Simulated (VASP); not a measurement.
CsCl:

```
Cs Cl
1.0
     4.12300    0.00000    0.00000
     0.00000    4.12300    0.00000
     0.00000    0.00000    4.12300
Cs Cl
1 1
Direct
  0.00000 0.00000 0.00000
  0.50000 0.50000 0.50000
```

Program: VASP 6.6.1. Alike in all runs: potentials or basis VASP PAW PBE potentials, release 64 (Cs_sv, Cl); no spin polarisation; cell as given; k mesh 6 × 6 × 6; smearing fermi-dirac 0.03 eV.

**Question.** Order these runs on this cell by their band gap on the k mesh, lowest first.
A. level r2SCAN; cutoff (eV) 440
B. level PBE; cutoff (eV) 400
C. level PBEsol; cutoff (eV) 500

**Answer.** C (5.05 eV), B (5.26 eV), A (5.90 eV).

Caveats: spin-orbit coupling is left out, which moves the levels of the heavy elements.

A k mesh can miss the band edges.
